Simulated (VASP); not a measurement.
Runs of VASP 6.6.1 on TlPbF3. The structure is that of space group Pm-3m (No. 221), or close to it. The cells are those of the table. 

| level | cell | smearing | gap on the mesh (eV) | pressure (GPa) |
| --- | --- | --- | --- | --- |
| r2SCAN | a = 4.778, b = 4.778, c = 4.802 Å, 5 atoms | gaussian 0.01 eV | 1.87 | (b) |
| r2SCAN | a = 4.969 Å, 5 atoms | gaussian 0.01 eV | 2.47 | -4.3 |
| PBE | a = 4.969 Å, 5 atoms | fermi-dirac 0.02 eV | 2.18 | -2.5 |
| PBE | a = 4.778 Å, 5 atoms | fermi-dirac 0.02 eV | 1.62 | (a) |
| r2SCAN | a = 4.778 Å, 5 atoms | gaussian 0.01 eV | 1.86 | -0.1 |
| r2SCAN | a = 4.898 Å, 5 atoms | gaussian 0.01 eV | 2.25 | -3.0 |
| PBE | a = 4.778, b = 4.778, c = 4.802 Å, 5 atoms | fermi-dirac 0.02 eV | 1.63 | 1.7 |
| PBE | a = 4.898 Å, 5 atoms | fermi-dirac 0.02 eV | 1.99 | -1.2 |

Alike in all rows: task single point; potentials or basis VASP PAW PBE potentials, release 64 (Tl_d, Pb_d, F); no spin polarisation; k mesh 6 × 6 × 6; cutoff (eV) 520.

Q: Fill in the values left out.

A: (a) 1.9; (b) -0.3.

Caveats: spin-orbit coupling is left out, which moves the levels of the heavy elements; the PAW data sets were made with another functional, which shifts forces and pressure a little (at least some runs); the cell stands under tension (at least some runs).

A k mesh can miss the band edges, and the runs leave out spin-orbit coupling on Pb, Tl.
